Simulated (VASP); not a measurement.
# La (P6_3/mmc) in VASP: notebook, part 2 of 2

VASP 6.6.1. The steps go on from the part before.

## (4) Single point, PBE

This run uses another cell than the first one, of 37.33 Å³/atom, 1.020 times its volume.

The input, INCAR:

```
ALGO     = Fast           # electronic algorithm
EDIFF    = 1E-7           # SCF threshold, eV
ENCUT    = 520            # plane-wave cutoff, eV
GGA      = PE             # functional
ISIF     = 2              # what is computed and relaxed
ISMEAR   = -1             # smearing method
LASPH    = T              # aspherical terms in the spheres
LCHARG   = F              # write CHGCAR
LREAL    = F              # projectors in reciprocal space
LWAVE    = F              # write WAVECAR
NBANDS   = 18             # bands
NELM     = 60             # most SCF steps
PREC     = Accurate       # precision mode
SIGMA    = 0.05           # smearing width, eV
```

The input, KPOINTS:

```
k-points
0
Gamma
  7 7 4
```

The input, POSCAR:

```
La
1.0
    3.7500000000      0.0000000000      0.0000000000
   -1.8750000000      3.2475952642      0.0000000000
    0.0000000000      0.0000000000      6.1307000000
La
2
Direct
    0.6666666667      0.3333333333      0.7500000000
    0.3333333333      0.6666666667      0.2500000000
```

Potentials or basis: VASP PAW PBE potentials, release 64 (La).

Command:

```console
> cat potpaw_PBE.64/La/POTCAR > POTCAR
> mpirun -np 1 vasp_std > vasp.out
```

OUTCAR:

```text
EDIFF = 1E-7
   ENCUT = 520
   GGA = PE
   ISIF = 2
   ISMEAR = -1
   LASPH = T
   LREAL = F
   NELM = 60
   PREC = Accurate

 ion  position               nearest neighbor table
   1  0.667  0.333  0.750-
   2  0.333  0.667  0.250-

  LATTYP: Found a hexagonal cell.
 ALAT       =     3.7500000000
 C/A-ratio  =     1.6348533333

  Lattice vectors:

 A1 = (   3.7500000000,   0.0000000000,   0.0000000000)
 A2 = (  -1.8750000000,   3.2475952642,   0.0000000000)
 A3 = (   0.0000000000,   0.0000000000,   6.1307000000)

Analysis of symmetry for initial positions (statically):
=====================================================================
 Subroutine PRICEL returns:
 Original cell was already a primitive cell.

 Routine SETGRP: Setting up the symmetry group for a
 hexagonal supercell.

 Subroutine GETGRP returns: Found 24 space group operations
 (whereof 12 operations were pure point group operations)
 out of a pool of 24 trial point group operations.

The static configuration has the point symmetry D_3d.
 The point group associated with its full space group is D_6h.

Analysis of symmetry for dynamics (positions and initial velocities):
=====================================================================
 Subroutine PRICEL returns:
 Original cell was already a primitive cell.

 Routine SETGRP: Setting up the symmetry group for a
 hexagonal supercell.

 Subroutine GETGRP returns: Found 24 space group operations
 (whereof 12 operations were pure point group operations)
 out of a pool of 24 trial point group operations.

The dynamic configuration has the point symmetry D_3d.
 The point group associated with its full space group is D_6h.

 Subroutine INISYM returns: Found 24 space group operations
 (whereof 12 operations are pure point group operations),
 and found     1 'primitive' translations

----------------------------------------------------------------------------------------

                                     Primitive cell

  volume of cell :      74.6626

  direct lattice vectors                    reciprocal lattice vectors
     3.750000000  0.000000000  0.000000000     0.266666667  0.153960072  0.000000000
    -1.875000000  3.247595264  0.000000000     0.000000000  0.307920144  0.000000000
     0.000000000  0.000000000  6.130700000     0.000000000  0.000000000  0.163113511

  length of vectors
     3.750000000  3.750000000  6.130700000     0.307920144  0.307920144  0.163113511

  position of ions in fractional coordinates (direct lattice)
     0.666666667  0.333333333  0.750000000
     0.333333333  0.666666667  0.250000000

  ion indices of the primitive-cell ions
   primitive index   ion index
                 1           1
                 2           2

----------------------------------------------------------------------------------------

 KPOINTS: k-points

Automatic generation of k-mesh.
 Grid dimensions read from file:
 generate k-points for:    7    7    4

 Generating k-lattice:

  Cartesian coordinates                     Fractional coordinates (reciprocal lattice)
     0.038095238  0.021994296  0.000000000     0.142857143  0.000000000  0.000000000
     0.000000000  0.043988592  0.000000000     0.000000000  0.142857143  0.000000000
     0.000000000  0.000000000  0.040778378     0.000000000  0.000000000  0.250000000

  Length of vectors
     0.043988592  0.043988592  0.040778378

  Shift w.r.t. Gamma in fractional coordinates (k-lattice)
     0.000000000  0.000000000  0.000000000

 Subroutine IBZKPT returns following result:
 ===========================================

 Found     24 irreducible k-points:

 Following reciprocal coordinates:
            Coordinates               Weight
  0.000000  0.000000  0.000000      1.000000
  0.142857  0.000000  0.000000      6.000000
  0.285714 -0.000000  0.000000      6.000000
  0.428571  0.000000  0.000000      6.000000
  0.142857  0.142857  0.000000      6.000000
  0.285714  0.142857  0.000000     12.000000
[... 16 lines left out ...]
  0.428571  0.142857  0.500000      6.000000
  0.285714  0.285714  0.500000      6.000000
   k-points           NKPTS =     24   k-points in BZ     NKDIM =     24   number of bands    NBANDS=     18
   number of dos      NEDOS =    301   number of ions     NIONS =      2
   total plane-waves  NPLWV =  37632
   dimension x,y,z NGX =    28 NGY =   28 NGZ =   48
   dimension x,y,z NGXF=    56 NGYF=   56 NGZF=   96
   ions per type =               2
   NGX,Y,Z   is equivalent  to a cutoff of  12.41, 12.41, 13.02 a.u.
   NGXF,Y,Z  is equivalent  to a cutoff of  24.83, 24.83, 26.03 a.u.
 SYSTEM =  unknown system
   PREC   = accura    normal or accurate (medium, high low for compatibility)
   ISTART =      0    job   : 0-new  1-cont  2-samecut
   ICHARG =      2    charge: 1-file 2-atom 10-const
   ISPIN  =      1    spin polarized calculation?
   LNONCOLLINEAR =      F non collinear calculations
   LSORBIT =      F    spin-orbit coupling
   LASPH  =      T    aspherical Exc in radial PAW
   ENCUT  =  520.0 eV  38.22 Ry    6.18 a.u.   6.97  6.97 11.40*2*pi/ulx,y,z
   NELM   =     60;   NELMIN=  2; NELMDL= -5     # of ELM steps
   EDIFF  = 0.1E-06   stopping-criterion for ELM
   LREAL  =      F    real-space projection
   EDIFFG = 0.1E-05   stopping-criterion for IOM
   NSW    =      0    number of steps for IOM
   IBRION =     -1    ionic relax: 0-MD 1-quasi-New 2-CG
   NFREE  =      0    steps in history (QN), initial steepest desc. (CG)
   ISIF   =      2    stress and relaxation
   ISYM   =      2    0-nonsym 1-usesym 2-fastsym
   POTIM  = 0.5000    time-step for ionic-motion
   TEBEG  =    0.0;   TEEND  =   0.0 temperature during run
   PSTRESS=    0.0 pullay stress
   NELECT =      22.0000    total number of electrons
   NUPDOWN=      -1.0000    fix difference up-down
   EMIN   =  10.00;   EMAX   =-10.00  energy-range for DOS
   EFERMI =   0.00;   METHOD = LEGACY
   ISMEAR =    -1;   SIGMA  =   0.05  broadening in eV -4-tet -1-fermi 0-gaus
   EFERMI_NEDOS =   21; number of points for ismear=-14 and -15
   IALGO  =     68    algorithm
   IMIX   =      4    mixing-type and parameters
     AMIX     =   0.40;   BMIX     =  1.00
     AMIX_MAG =   1.60;   BMIX_MAG =  1.00
  volume/ion in A,a.u.               =      37.33       251.92
  Fermi-wavevector in a.u.,A,eV,Ry     =   1.089385  2.058639 16.146840  1.186759
  Thomas-Fermi vector in A             =   2.225587
   LORBIT       =      0    0 simple, 1 ext, 2 COOP (PROOUT), +10 PAW based schemes
   GGA     = PE    functional components
   LHFCALC =     F    Hartree Fock is set to
   AEXX    =    0.0000 exact exchange contribution
   IVDW    =     0    specifies the selected vdW correction
   LEPSILON=     F    determine dielectric tensor
   LRPA    =     F    only Hartree local field effects (RPA)
 non-spin polarized calculation
 RMM-DIIS sequential band-by-band and
  energy-cutoff  :      520.00
  volume of cell :       74.66
 maximum number of plane-waves:      2028
 NGX is ok and might be reduce to    28
   NGX = 13   NGY = 13   NGZ = 23

 number of electron      21.9999998 magnetization

 Free energy of the ion-electron system (eV)
  ---------------------------------------------------
  ext. energy  EPLUGINS =         0.00000000
  ---------------------------------------------------
  free energy    TOTEN  =        -9.70105641 eV

  energy without entropy =       -9.65157343  energy(sigma->0) =       -9.67631492

 E-fermi :   7.7770     XC(G=0):  -9.5400

 val. band max:        7.7742711026   @ k =   0.2857   0.2857   0.2500
 cond. band min:       7.7798363486   @ k =   0.2857   0.2857   0.2500
 fundamental gap:      0.0055652460
 Fermi energy:         7.7769529385

 k-point     1 :       0.0000    0.0000    0.0000
  band No.  band energies     occupation
      1     -25.0540      2.00000
      2     -24.8633      2.00000
      3      -9.4099      2.00000
      4      -8.2393      2.00000
      5      -8.2393      2.00000
      6      -8.0668      2.00000
[... 10 lines left out ...]
     17       9.5114      0.00000
     18       9.6246      0.00000
[... 463 lines left out ...]
 k-point    24 :       0.2857    0.2857    0.5000
  band No.  band energies     occupation
      1     -24.8194      2.00000
      2     -24.8194      2.00000
      3      -9.1889      2.00000
      4      -9.1889      2.00000
      5      -8.8057      2.00000
      6      -8.8057      2.00000
[... 10 lines left out ...]
     17       9.6232      0.00000
     18       9.8553      0.00000

------------------------ aborting loop because EDIFF is reached ----------------------------------------

  FORCE on cell =-STRESS in cart. coord.  units (eV):
  Direction    XX          YY          ZZ          XY          YZ          ZX
  --------------------------------------------------------------------------------------
  -------------------------------------------------------------------------------------
  Total        0.1009779      0.1009779      0.3875297      0.0000000     -0.0000000      0.0000000
  in kB        2.1668744      2.1668744      8.3159595      0.0000000     -0.0000000      0.0000000
  external PRESSURE =       4.2165694 kB  Pullay stress =       0.0000000 kB

 VOLUME and BASIS-vectors are now :
 -----------------------------------------------------------------------------
  energy-cutoff  :      520.00
  volume of cell :       74.66
      direct lattice vectors                 reciprocal lattice vectors
     3.750000000  0.000000000  0.000000000     0.266666667  0.153960072  0.000000000
    -1.875000000  3.247595264  0.000000000     0.000000000  0.307920144  0.000000000
     0.000000000  0.000000000  6.130700000     0.000000000  0.000000000  0.163113511

 POSITION                                       TOTAL-FORCE (eV/Angst)
 -----------------------------------------------------------------------------------
      1.87500      1.08253      4.59802         0.000000     -0.000000      0.000000
     -0.00000      2.16506      1.53268        -0.000000      0.000000      0.000000
 -----------------------------------------------------------------------------------
    total drift:                               -0.000000      0.000000     -0.000000

  FREE ENERGIE OF THE ION-ELECTRON SYSTEM (eV)
  ---------------------------------------------------
  free  energy   TOTEN  =        -9.7010564137 eV

  energy  without entropy=       -9.6515734271  energy(sigma->0) =       -9.67631492
```

Wall time 4.4 min (1 thread of Intel Xeon 6975P-C, shared host); peak memory 0.21 GiB.

Results:

```yaml
Free_energy: -9.7011 eV
Pressure: 0.4 GPa
Band_gap_on_the_k_mesh: zero (band 11 reaches 8.88 eV, above the bottom of band 12 at 7.46 eV)
```

Levels at points of the mesh, in eV from the Fermi level:
```tsv
k point	band 8	band 9	band 10	band 11	band 12	band 13	band 14	band 15
(0.00, 0.00, 0.00)	-15.83	-3.14	-1.70	1.11	1.38	1.38	1.58	1.65
(0.00, 0.00, 0.50)	-15.93	-1.85	-1.85	0.61	0.61	1.44	1.44	1.44
```

Caveat: spin-orbit coupling is left out, which moves the levels of the heavy elements.

## (5) Single point, PBE

This run uses another cell than the first one, of 37.70 Å³/atom, 1.030 times its volume.

The input, INCAR:

```
SYSTEM = La
PREC     = Accurate       ! precision mode
ENCUT    = 520            ! plane-wave cutoff, eV
EDIFF    = 1E-6           ! SCF threshold, eV
ISMEAR   = -1             ! smearing method
SIGMA    = 0.05           ! smearing width, eV
LREAL    = .FALSE.        ! projectors in reciprocal space
LASPH    = .TRUE.         ! aspherical terms in the spheres
NELM     = 80             ! most SCF steps
ALGO     = Normal         ! electronic algorithm
ISIF     = 2              ! what is computed and relaxed
LWAVE    = .FALSE.        ! write WAVECAR
LCHARG   = .FALSE.        ! write CHGCAR
GGA      = PE             ! functional
NBANDS   = 18             ! bands
```

The input, KPOINTS:

```
regular mesh
0
G
  7 7 4
  0 0 0
```

Edit POSCAR of step 4 so:

```diff
@@ -4,3 +4,3 @@
    -1.8750000000      3.2475952642      0.0000000000
-    0.0000000000      0.0000000000      6.1307000000
+    0.0000000000      0.0000000000      6.1914000000
 La
```

Command:

```console
> cat potpaw_PBE.64/La/POTCAR > POTCAR
> mpirun -np 1 vasp_std > vasp.out
```

It used 45 s of CPU time on 1 thread of Intel Xeon 6975P-C, with other jobs on the host.

It converged, with:

```yaml
Free_energy: -9.7038 eV
Pressure: 0.1 GPa
Band_gap_on_the_k_mesh: zero (band 11 reaches 8.75 eV, above the bottom of band 12 at 7.36 eV)
```

Stress tensor (GPa, compression positive):
```
0.05 0.00 0.00
0.00 0.05 0.00
0.00 0.00 0.34
```

Levels at points of the mesh, in eV from the Fermi level:
```csv
k point,band 8,band 9,band 10,band 11,band 12,band 13,band 14,band 15
"(0.00, 0.00, 0.00)",-15.87,-3.15,-1.68,1.07,1.39,1.39,1.56,1.61
"(0.00, 0.00, 0.50)",-15.95,-1.87,-1.87,0.59,0.59,1.46,1.46,1.46
```

Caveat: spin-orbit coupling is left out, which moves the levels of the heavy elements.

## (6) Overview

| cell | gap on the mesh (eV) | pressure (GPa) |
| --- | --- | --- |
| a = 3.750, b = 3.750, c = 6.009 Å, angles 90.0, 90.0, 120.0°, 2 atoms | none | 1.1 |
| a = 3.750, b = 3.750, c = 6.070 Å, angles 90.0, 90.0, 120.0°, 2 atoms | none | 0.7 |
| a = 3.750, b = 3.750, c = 6.131 Å, angles 90.0, 90.0, 120.0°, 2 atoms | none | 0.4 |
| a = 3.750, b = 3.750, c = 6.191 Å, angles 90.0, 90.0, 120.0°, 2 atoms | none | 0.1 |

Alike in all rows: task single point; level PBE; potentials or basis VASP PAW PBE potentials, release 64 (La); no spin polarisation; k mesh 7 × 7 × 4; cutoff (eV) 520; smearing fermi-dirac 0.05 eV.

Caveats: spin-orbit coupling is left out, which moves the levels of the heavy elements.

Total energies depend on the potentials used, so only differences within one code and one set of settings carry meaning.
